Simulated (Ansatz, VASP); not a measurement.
## One calculation of Te, two programs

INCAR

```
PREC     = Accurate       # precision mode
ENCUT    = 520            # plane-wave cutoff, eV
EDIFF    = 1E-6           # SCF threshold, eV
ISMEAR   = -1             # smearing method
SIGMA    = 0.1            # smearing width, eV
LREAL    = False          # projectors in reciprocal space
LASPH    = True           # aspherical terms in the spheres
NELM     = 80             # most SCF steps
ALGO     = Normal         # electronic algorithm
ISIF     = 2              # what is computed and relaxed
LWAVE    = False          # write WAVECAR
LCHARG   = False          # write CHGCAR
NBANDS   = 9              # bands
```

File KPOINTS:

```
Automatic mesh
0
Gamma
  19 19 19
```

File POSCAR:

```
Te
1.0
    0.0000000000      2.2996464236      2.2996464236
    2.2996464236      0.0000000000      2.2996464236
    2.2996464236      2.2996464236      0.0000000000
Te
1
Direct
    0.0000000000      0.0000000000      0.0000000000
```

Input for Ansatz:

```yaml
crystal:
  lattice:
    - [0.0, 2.2996464236, 2.2996464236]
    - [2.2996464236, 0.0, 2.2996464236]
    - [2.2996464236, 2.2996464236, 0.0]
  atoms:
    - { symbol: Te, position: [0.0, 0.0, 0.0] }
hamiltonian:
  xc: lda
  pseudopotentials:
    kind: paw
    azcp:
      Te: "pseudopotentials/Te.paw.azcp"
basis:
  ecutwfc: 420
  fft_grid_basis: typed
kpoints:
  mp_grid: { grid: [19, 19, 19], shift: [0, 0, 0] }
magnetization:
  spin_polarized: false
scf:
  occupations: { method: fermi_dirac, width: 0.1 }
output:
  stress: true
```

Alike in both runs: task single point; functional LDA; k mesh 19 × 19 × 19; occupations fermi-dirac, width 0.1 eV; no spin polarisation.

```csv
,VASP,Ansatz
version,VASP 6.6.1,Ansatz 0.2.0
potentials or method,"VASP PAW LDA potentials, release 64 (Te), cutoff 520 eV","plane waves (420 eV) with PAW, scalar-relativistic"
valence electrons in the cell,6,16
```

|  | VASP | Ansatz | Ansatz less VASP |
| --- | --- | --- | --- |
| pressure (GPa) | 6.7 | 6.6 | -0.07 |

Ansatz warns that its potentials were made for another functional, while VASP's fit it. LDA's correlation is that of Perdew and Zunger in VASP and of Perdew and Wang (1992) in Ansatz. VASP's potentials hold 6 valence electrons a cell and Ansatz's 16, so a difference there can come from the potentials and not from the codes.

Neither program's run includes spin-orbit coupling.
